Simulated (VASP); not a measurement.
# Rb2AgPt6 in VASP: single point with PBE

Aim: the single point of Rb2AgPt6 with PBE.

Program: VASP 6.6.1. These are calculated values, not measurements. Logs are shortened: lines on timing, memory, paths and dates and some standing lists are left out, and cuts for length are marked.

## 1. The cell of the first run

The typed cell holds 9 atoms: a = 6.526 Å, b = 6.526 Å, c = 5.106 Å, α = 90.00°, β = 90.00°, γ = 120.00°.

## 2. Single point, PBE

Input file INCAR:

```
SYSTEM = Rb2AgPt6
ALGO = Normal
EDIFF = 1E-6
ENCUT = 520
GGA = PE
ISIF = 2
ISMEAR = 0
LASPH = .True.
LCHARG = .True.
LELF = .True.
LREAL = .False.
LVHAR = .True.
LWAVE = .False.
NBANDS = 54
NELM = 60
PREC = Accurate
SIGMA = 0.0253
```

Input file KPOINTS:

```
k-points
0
Gamma
  5 5 5
  0 0 0
```

Input file POSCAR:

```
Rb2AgPt6
1.0
    6.5255950000      0.0000000000      0.0000000000
   -3.2627980000      5.6513350000      0.0000000000
    0.0000000000      0.0000000000      5.1060660000
Pt Rb Ag
6 2 1
Direct
    0.1670000000      0.8330000000      0.2060000000
    0.1670000000      0.3340000000      0.2060000000
    0.6660000000      0.8330000000      0.2060000000
    0.8330000000      0.1670000000      0.7940000000
    0.3340000000      0.1670000000      0.7940000000
    0.8330000000      0.6660000000      0.7940000000
    0.3333000000      0.6667000000      0.6910000000
    0.6667000000      0.3333000000      0.3090000000
    0.0000000000      0.0000000000      0.0000000000
```

Potentials or basis: VASP PAW PBE potentials, release 64 (Pt, Rb_sv, Ag).

Command:

```console
$ cat potpaw_PBE.64/Pt/POTCAR potpaw_PBE.64/Rb_sv/POTCAR potpaw_PBE.64/Ag/POTCAR > POTCAR
$ mpirun -np 1 vasp_std > vasp.out
```

OUTCAR:

```text
SYSTEM = Rb2AgPt6
   EDIFF = 1E-6
   ENCUT = 520
   GGA = PE
   ISIF = 2
   ISMEAR = 0
   LASPH = .True.
   LREAL = .False.
   NELM = 60
   PREC = Accurate

 ion  position               nearest neighbor table
   1  0.167  0.833  0.206-   9 2.16   6 2.83   5 2.83   7 3.11   7 3.23   3 3.26   2 3.26   3 3.27
                             2 3.27   8 3.30   8 3.30
   2  0.167  0.334  0.206-   9 2.16   4 2.83   5 2.83   7 3.11   7 3.23   3 3.26   1 3.26   3 3.27
                             1 3.27   8 3.30   8 3.31
   3  0.666  0.833  0.206-   9 2.16   6 2.83   4 2.83   7 3.11   7 3.23   1 3.26   2 3.26   1 3.27
                             2 3.27   8 3.30   8 3.31
   4  0.833  0.167  0.794-   9 2.16   2 2.83   3 2.83   8 3.11   8 3.23   5 3.26   6 3.26   5 3.27
                             6 3.27   7 3.30   7 3.30
   5  0.334  0.167  0.794-   9 2.16   2 2.83   1 2.83   8 3.11   8 3.23   4 3.26   6 3.26   4 3.27
                             6 3.27   7 3.30   7 3.31
   6  0.833  0.666  0.794-   9 2.16   1 2.83   3 2.83   8 3.11   8 3.23   5 3.26   4 3.26   5 3.27
                             4 3.27   7 3.30   7 3.31
   7  0.333  0.667  0.691-   1 3.11   3 3.11   2 3.11   1 3.23   3 3.23   2 3.23   6 3.30   5 3.30
                             4 3.30   4 3.30   6 3.31   5 3.31   9 4.08   9 4.08   9 4.08   8 4.24
   8  0.667  0.333  0.309-   4 3.11   5 3.11   6 3.11   4 3.23   5 3.23   6 3.23   2 3.30   3 3.30
                             1 3.30   1 3.30   2 3.31   3 3.31   9 4.08   9 4.08   9 4.08   7 4.24
   9  0.000  0.000  0.000-   3 2.16   5 2.16   4 2.16   1 2.16   2 2.16   6 2.16   7 4.08   8 4.08
                             8 4.08   7 4.08   8 4.08   7 4.08

  LATTYP: Found a hexagonal cell.
 ALAT       =     6.5255950000
 C/A-ratio  =     0.7824674991

  Lattice vectors:

 A1 = (   6.5255950000,   0.0000000000,   0.0000000000)
 A2 = (  -3.2627980000,   5.6513350000,   0.0000000000)
 A3 = (   0.0000000000,   0.0000000000,   5.1060660000)

Analysis of symmetry for initial positions (statically):
=====================================================================
 Subroutine PRICEL returns:
 Original cell was already a primitive cell.

 Routine SETGRP: Setting up the symmetry group for a
 hexagonal supercell.

 Subroutine GETGRP returns: Found  4 space group operations
 (whereof  4 operations were pure point group operations)
 out of a pool of 24 trial point group operations.

The static configuration has the point symmetry C_2h.

Analysis of symmetry for dynamics (positions and initial velocities):
=====================================================================
 Subroutine PRICEL returns:
 Original cell was already a primitive cell.

 Routine SETGRP: Setting up the symmetry group for a
 hexagonal supercell.

[... 132 lines left out ...]
   EFERMI =   0.00;   METHOD = LEGACY
   ISMEAR =     0;   SIGMA  =   0.03  broadening in eV -4-tet -1-fermi 0-gaus
   EFERMI_NEDOS =   21; number of points for ismear=-14 and -15
   IALGO  =     38    algorithm
   IMIX   =      4    mixing-type and parameters
     AMIX     =   0.40;   BMIX     =  1.00
     AMIX_MAG =   1.60;   BMIX_MAG =  1.00
  volume/ion in A,a.u.               =      20.92       141.19
  Fermi-wavevector in a.u.,A,eV,Ry     =   1.275222  2.409819 22.125657  1.626190
  Thomas-Fermi vector in A             =   2.407946
   LORBIT       =      0    0 simple, 1 ext, 2 COOP (PROOUT), +10 PAW based schemes
   GGA     = PE    functional components
   LHFCALC =     F    Hartree Fock is set to
   AEXX    =    0.0000 exact exchange contribution
   IVDW    =     0    specifies the selected vdW correction
   LEPSILON=     F    determine dielectric tensor
   LRPA    =     F    only Hartree local field effects (RPA)
 non-spin polarized calculation
 Gauss-broadening in eV      SIGMA  =   0.03
  energy-cutoff  :      520.00
  volume of cell :      188.30
 maximum number of plane-waves:      5091
 NGX is ok and might be reduce to    50
   NGX = 25   NGY = 25   NGZ = 19

 number of electron      88.9999996 magnetization

 Free energy of the ion-electron system (eV)
  ---------------------------------------------------
  ext. energy  EPLUGINS =         0.00000000
  ---------------------------------------------------
  free energy    TOTEN  =       -23.59594921 eV

  energy without entropy =      -23.59422486  energy(sigma->0) =      -23.59508703

 E-fermi :   5.7314     XC(G=0): -11.0617

 val. band max:        5.7142697460   @ k =   0.0000   0.0000   0.0000
 cond. band min:       5.7437490001   @ k =   0.2000  -0.0000   0.2000
 fundamental gap:      0.0294792542
 Fermi energy:         5.7313575704

 k-point     1 :       0.0000    0.0000    0.0000
  band No.  band energies     occupation
      1     -20.0278      2.00000
      2     -19.9956      2.00000
      3      -4.5532      2.00000
      4      -4.5282      2.00000
      5      -4.5281      2.00000
      6      -4.4211      2.00000
[... 1357 lines left out ...]
     53      10.7848      0.00000
     54      11.1853      0.00000

 [... further k-points ...]

------------------------ aborting loop because EDIFF is reached ----------------------------------------

  FORCE on cell =-STRESS in cart. coord.  units (eV):
  Direction    XX          YY          ZZ          XY          YZ          ZX
  --------------------------------------------------------------------------------------
  -------------------------------------------------------------------------------------
  Total       42.2684970     42.2670618     28.7109290     -0.0012979      0.0004199     -0.0007271
  in kB      359.6414954    359.6292840    244.2869313     -0.0110432      0.0035723     -0.0061866
  external PRESSURE =     321.1859036 kB  Pullay stress =       0.0000000 kB

 VOLUME and BASIS-vectors are now :
 -----------------------------------------------------------------------------
  energy-cutoff  :      520.00
  volume of cell :      188.30
      direct lattice vectors                 reciprocal lattice vectors
     6.525595000  0.000000000  0.000000000     0.153242731  0.088474684  0.000000000
    -3.262798000  5.651335000  0.000000000     0.000000000  0.176949340  0.000000000
     0.000000000  0.000000000  5.106066000     0.000000000  0.000000000  0.195845490

 POSITION                                       TOTAL-FORCE (eV/Angst)
 -----------------------------------------------------------------------------------
     -1.62814      4.70756      1.05185         6.962750     -4.019948      4.444308
     -0.00000      1.88755      1.05185         0.000803      8.040589      4.444547
      1.62814      4.70756      1.05185        -6.962947     -4.020991      4.444547
      4.89093      0.94377      4.05422        -6.962750      4.019948     -4.444308
      1.63466      0.94377      4.05422         6.962947      4.020991     -4.444547
      3.26280      3.76379      4.05422        -0.000803     -8.040589     -4.444547
     -0.00033      3.76775      3.52829         0.001426     -0.000823      0.374128
      3.26312      1.88359      1.57777        -0.001426      0.000823     -0.374128
      0.00000      0.00000      0.00000         0.000000      0.000000      0.000000
 -----------------------------------------------------------------------------------
    total drift:                               -0.000000     -0.000000     -0.000000

  FREE ENERGIE OF THE ION-ELECTRON SYSTEM (eV)
  ---------------------------------------------------
  free  energy   TOTEN  =       -23.5959492087 eV

  energy  without entropy=      -23.5942248591  energy(sigma->0) =      -23.59508703
```

It took 7 min on 1 thread of Intel Xeon 8259CL, shared host; peak memory 0.49 GiB.

Results:

| Property | Result |
| --- | --- |
| Free energy | -23.5959 eV |
| Pressure | 32.1 GPa |
| Largest force | 9.187 eV/Å |
| Band gap on the k mesh | zero (an odd number of electrons rules out a gap without spin polarisation) |

Forces in eV/Å, atoms in the order of the input:
```
Pt   6.963 -4.020  4.444
Pt   0.001  8.041  4.445
Pt  -6.963 -4.021  4.445
Pt  -6.963  4.020 -4.444
Pt   6.963  4.021 -4.445
Pt  -0.001 -8.041 -4.445
Rb   0.001 -0.001  0.374
Rb  -0.001  0.001 -0.374
Ag   0.000  0.000  0.000
```

Caveat: the stress differs along the axes, from 24 to 36 GPa; spin-orbit coupling is left out, which moves the levels of the heavy elements; forces of over 1 eV/Å act on the atoms, so gaps and moduli don't describe the material at rest.

The gap in the log of VASP goes by the Fermi energy; the results here count the filled bands.